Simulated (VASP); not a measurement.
Here is a VASP 6.6.1 calculation.

The input INCAR:

```
ALGO     = Normal         # electronic algorithm
EDIFF    = 1E-6           # SCF threshold, eV
ENCUT    = 520            # plane-wave cutoff, eV
GGA      = PE             # functional
ISIF     = 2              # what is computed and relaxed
ISMEAR   = -1             # smearing method
LASPH    = T              # aspherical terms in the spheres
LCHARG   = F              # write CHGCAR
LREAL    = F              # projectors in reciprocal space
LWAVE    = F              # write WAVECAR
NBANDS   = 16             # bands
NELM     = 60             # most SCF steps
PREC     = Accurate       # precision mode
SIGMA    = 0.05           # smearing width, eV
```

The input KPOINTS:

```
k-points
0
Gamma
  9 9 5
```

POSCAR

```
Ir
1.0
    2.7513778946      0.0000000000      0.0000000000
   -1.3756889473      2.3827631521      0.0000000000
    0.0000000000      0.0000000000      4.3730442000
Ir
2
Direct
    0.3333333333      0.6666666667      0.2500000000
    0.6666666667      0.3333333333      0.7500000000
```

Potentials or basis: VASP PAW PBE potentials, release 64 (Ir).

Command:

```bash
$ cat potpaw_PBE.64/Ir/POTCAR > POTCAR
$ mpirun -np 1 vasp_std > vasp.out
```

Task: Predict the pressure.

Result: 6.6 GPa.

Task: What does it give for the band gap on the k mesh?

Result: Zero (band 9 reaches 11.12 eV, above the bottom of band 10 at 8.23 eV).

Stress tensor (GPa, compression positive):
```
 3.14  0.00  0.00
 0.00  3.14  0.00
 0.00  0.00 13.38
```

Caveat: spin-orbit coupling is left out, which moves the levels of the heavy elements.
